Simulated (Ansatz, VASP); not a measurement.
One calculation of SiC, two programs

INCAR

```
SYSTEM = SiC
PREC = Accurate ; ENCUT = 520
EDIFF = 1E-6 ; ISMEAR = -1
SIGMA = 0.02 ; LREAL = .False.
LASPH = .True. ; NELM = 80
ALGO = Normal ; ISIF = 2
LWAVE = .False. ; LCHARG = .False.
GGA = PE ; NBANDS = 16
```

File KPOINTS:

```
Automatic mesh
0
Gamma
  12 12 6
  0 0 0
```

The input POSCAR:

```
SiC
1.0
    3.0888879782      0.0000000000      0.0000000000
   -1.5444439891      2.6750554585      0.0000000000
    0.0000000000      0.0000000000      5.0703204144
Si C
2 2
Direct
    0.3333333333      0.6666666667      0.4995917744
    0.6666666667      0.3333333333      0.9995917744
    0.3333333333      0.6666666667      0.8754082256
    0.6666666667      0.3333333333      0.3754082256
```

Input for Ansatz:

```yaml
crystal:
  lattice:
    - [3.0888879782, 0.0, 0.0]
    - [-1.5444439891, 2.6750554585, 0.0]
    - [0.0, 0.0, 5.0703204144]
  atoms:
    - { symbol: Si, position: [0.3333333333, 0.6666666667, 0.4995917744] }
    - { symbol: Si, position: [0.6666666667, 0.3333333333, 0.9995917744] }
    - { symbol: C, position: [0.3333333333, 0.6666666667, 0.8754082256] }
    - { symbol: C, position: [0.6666666667, 0.3333333333, 0.3754082256] }
kpoints:
  mp_grid: { grid: [12, 12, 6] }
  band_path:
    path:
      - [0.0, 0.0, 0.0]
      - [0.5, 0.0, 0.0]
      - [0.3333333333, 0.3333333333, 0.0]
      - [0.0, 0.0, 0.5]
      - [0.5, 0.0, 0.5]
      - [0.3333333333, 0.3333333333, 0.5]
    npoints: 1
hamiltonian:
  xc: pbe
scf:
  occupations: { method: fermi_dirac, width: 0.02 }
  n_extra_bands: 5
output:
  forces: true
  stress: true
  eigenvalues: true
  write_density: true
  write_potential: true
  elf: true
  volumetric_format: npy
```

Change from the starting cell: hydrostatic strain +0.4%.

Alike in both runs: task single point; functional PBE; k mesh 12 × 12 × 6; occupations fermi-dirac, width 0.02 eV; no spin polarisation.

|  | VASP | Ansatz |
| --- | --- | --- |
| version | VASP 6.6.1 | Ansatz 0.2.0 |
| potentials or method | VASP PAW PBE potentials, release 64 (Si, C) | plane waves, PAW |
| plane-wave cutoff (eV) | 520 | 420 |
| valence electrons in the cell | 16 | 16 |

|  | VASP | Ansatz | Ansatz less VASP |
| --- | --- | --- | --- |
| gap on the k mesh at the Fermi level (eV) | 2.30 | 2.30 | +0.004 |
| pressure (GPa) | 0.5 | 0.6 | +0.05 |
| traceless stress, the component that is largest in VASP (GPa) | -0.07 | -0.08 | -0.008 |

With one functional, cell and mesh, what is left measures potentials, basis and numerics.
